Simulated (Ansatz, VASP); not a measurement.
**Ti: VASP beside Ansatz**

```xyz
1
Lattice="-1.6902 1.6902 1.6410 1.6902 -1.6902 1.6410 1.6902 1.6902 -1.6410" Properties=species:S:1:pos:R:3 pbc="T T T"
Ti    0.0000    0.0000    0.0000
```

Change from the starting cell: strain +0.0300 x Voigt [1, 1, 0, 0, 0, 0], atoms carried along.

Alike in both runs: task single point; functional LDA; k mesh 20 × 20 × 20; occupations gaussian, width 0.15 eV; no spin polarisation.

|  | VASP | Ansatz |
| --- | --- | --- |
| version | VASP 6.6.1 | Ansatz 0.2.0 |
| potentials or method | VASP PAW LDA potentials, release 64 (Ti_sv), cutoff 520 eV | scalar-relativistic, plane waves, PAW |
| valence electrons in the cell | 12 | 12 |

Ansatz gave:

| Property | Result |
| --- | --- |
| gap on the k mesh at the Fermi level (eV) | none |
| pressure (GPa) | -15.1 |
| traceless stress, the component that is largest in VASP (GPa) | -0.56 |

**Question.** Estimate VASP's values.

**Answer.** gap on the k mesh at the Fermi level (eV): none; pressure (GPa): -15.1; traceless stress, the component that is largest in VASP (GPa): -0.55.

LDA's correlation is that of Perdew and Zunger in VASP and of Perdew and Wang (1992) in Ansatz. A gap of «none» marks a metal or a gap that the smearing closes.
